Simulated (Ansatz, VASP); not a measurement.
**P: VASP beside Ansatz**

```xyz
2
Lattice="4.1709 0.0000 0.0000 -2.0855 3.6121 0.0000 0.0000 0.0000 2.3076" Properties=species:S:1:pos:R:3 pbc="T T T"
P     0.0000    2.4081    0.0000
P     2.0855    1.2040    0.0000
```

Alike in both runs: functional PBE; k mesh 6 × 6 × 6; occupations gaussian, width 0.1 eV; no spin polarisation.

Ansatz relaxed the structure, and its values are those at the end. VASP's run is a single point on that final structure, the one shown.

|  | VASP | Ansatz |
| --- | --- | --- |
| version | VASP 6.6.1 | Ansatz 0.2.0 |
| potentials or method | VASP PAW PBE potentials, release 64 (P), cutoff 520 eV | scalar-relativistic, plane waves, PAW |
| valence electrons in the cell | 10 | 10 |

```csv
,VASP,Ansatz,Ansatz less VASP
gap on the k mesh at the Fermi level (eV),none,none,-
pressure (GPa),-0.2,0.0,+0.24
```

A gap of «none» marks a metal or a gap that the smearing closes.

The k mesh is coarse, so the values compare programs but aren't converged.
